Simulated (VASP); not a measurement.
Crystal: Ti.

```xyz
1
Lattice="2.6900 0.0000 0.0000 0.0000 2.6900 0.0000 0.0000 0.0000 2.6900" Properties=species:S:1:pos:R:3 pbc="T T T"
Ti    0.0000    0.0000    0.0000
```

| Item | Value |
| --- | --- |
| Program | VASP 6.6.1 |
| Task | relaxation of cell and atoms |
| Functional | r2SCAN |
| Potentials or basis | VASP PAW PBE potentials, release 64 (Ti_sv) |
| Cutoff | 600 eV |
| k mesh | 17 × 17 × 17 |
| Occupations | fermi-dirac, width 0.05 eV |
| Spin | no spin polarisation |

At the start: pressure -4.8 GPa; volume 19.47 Å³/atom.

Task: How do energy, volume and symmetry change on relaxing?

Result: Over 6 steps the energy falls by 20.5 meV/atom and the volume is 18.20 Å³/atom (-6.5 %); space group Pm-3m (No. 221, to 0.05 Å).

The path:
```tsv
step	energy change (eV)	largest force (eV/Å)	pressure (GPa)	volume (Å³)
1	0.0000	0.0000	-4.83	19.47
2	-0.0190	0.0000	1.46	17.86
3	-0.0205	0.0000	0.44	18.18
4	-0.0204	0.0000	-0.30	18.27
5	-0.0205	0.0000	-0.28	18.23
6	-0.0205	0.0000	-0.13	18.20
```

Final structure:
```xyz
1
Lattice="2.6306 0.0000 0.0000 0.0000 2.6306 0.0000 0.0000 0.0000 2.6306" Properties=species:S:1:pos:R:3 pbc="T T T"
Ti    0.0000    0.0000    0.0000
```

Caveat: the PAW data sets were made with another functional, which shifts forces and pressure a little.
